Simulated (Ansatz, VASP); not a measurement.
**Al: VASP beside Ansatz**

Contents of INCAR:

```
PREC = Accurate
ENCUT = 520
EDIFF = 1E-6
ISMEAR = 0
SIGMA = 0.15
LREAL = F
LASPH = T
NELM = 60
ALGO = Fast
ISIF = 2
LWAVE = F
LCHARG = T
GGA = PE
LELF = T
LVHAR = T
NBANDS = 10
```

KPOINTS

```
regular mesh
0
Gamma
  20 20 12
```

File POSCAR:

```
Al
1.0
   -1.6390231263      1.6390231263      1.6175102401
    1.6390231263     -1.6390231263      1.6175102401
    3.2780462525      3.2780462525      0.0000000000
Al
2
Direct
    0.0195409416     -0.0195409416      0.0000000000
    0.4804590584      0.5195409416      0.5000000000
```

Input for Ansatz:

```yaml
crystal:
  lattice:
    - [-1.6390231263, 1.6390231263, 1.6175102401]
    - [1.6390231263, -1.6390231263, 1.6175102401]
    - [3.2780462525, 3.2780462525, 0.0]
  atoms:
    - { symbol: Al, position: [0.0195409416, -0.0195409416, 0.0] }
    - { symbol: Al, position: [0.4804590584, 0.5195409416, 0.5] }
basis:
  ecutwfc: 420
kpoints:
  mp_grid: { grid: [20, 20, 12] }
hamiltonian:
  xc: pbe
scf:
  occupations: { method: gaussian, width: 0.15 }
output:
  forces: true
  stress: true
  eigenvalues: true
```

Change from the starting cell: mode 1 frozen in at -0.089 Å, equal normal strain along x and y +0.0133.

Alike in both runs: task single point; functional PBE; k mesh 20 × 20 × 12; occupations gaussian, width 0.15 eV; no spin polarisation.

```csv
,VASP,Ansatz
version,VASP 6.6.1,Ansatz 0.2.0
potentials or method,"VASP PAW PBE potentials, release 64 (Al), cutoff 520 eV","scalar-relativistic, plane waves, PAW"
valence electrons in the cell,6,6
```

```tsv
	VASP	Ansatz	Ansatz less VASP
gap on the k mesh at the Fermi level (eV)	none	none	-
pressure (GPa)	-1.8	-1.8	+0.02
traceless stress, the component that is largest in VASP (GPa)	-0.38	-0.38	-0.001
rms of the force components (eV/Å)	0.055	0.055	0.0000
```

Atom by atom the forces differ by 0.000 eV/Å (rms over components). A gap of «none» marks a metal or a gap that the smearing closes. With one functional, cell and mesh, what is left measures potentials, basis and numerics.
